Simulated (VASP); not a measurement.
A run of VASP 6.6.1 is set up as follows.

INCAR

```
SYSTEM = Mn3Si
ALGO = All
EDIFF = 1E-6
ENCUT = 540
GGA = PS
GGA_COMPAT = .False.
ISEARCH = 1
ISIF = 2
ISMEAR = 1
ISPIN = 2
IVDW = 12
KPAR = 4
LASPH = .True.
LCHARG = .True.
LMAXMIX = 4
LORBIT = 11
LREAL = .False.
LVHAR = .True.
LWAVE = .False.
MAGMOM = 2.8 2.8 2.8 0
NBANDS = 34
NELM = 300
PREC = Accurate
SIGMA = 0.1
```

KPOINTS

```
k-points
0
Gamma
  8 8 8
  0 0 0
```

POSCAR

```
Mn3Si
1.0
    0.0000000000      2.9711451251      2.9711451251
    2.9711451251      0.0000000000      2.9711451251
    2.9711451251      2.9711451251      0.0000000000
Mn Si
3 1
Direct
    0.5000000000      0.5000000000      0.5000000000
    0.2500000000      0.2500000000      0.2500000000
    0.7500000000      0.7500000000      0.7500000000
    0.0000000000      0.0000000000      0.0000000000
```

Potentials or basis: VASP PAW PBE potentials, release 64 (Mn_pv, Si).

Run with:

```console
$ cat potpaw_PBE.64/Mn_pv/POTCAR potpaw_PBE.64/Si/POTCAR > POTCAR
$ mpirun -np 4 vasp_std > vasp.out
```

(1) Predict the pressure.

(2) Predict the net moment.

Answers

(1) -32.9 GPa.

(2) 1.00 μB per cell.

Caveat: three body term missing; the cell stands under tension; the PAW data sets were made with another functional, which shifts forces and pressure a little.
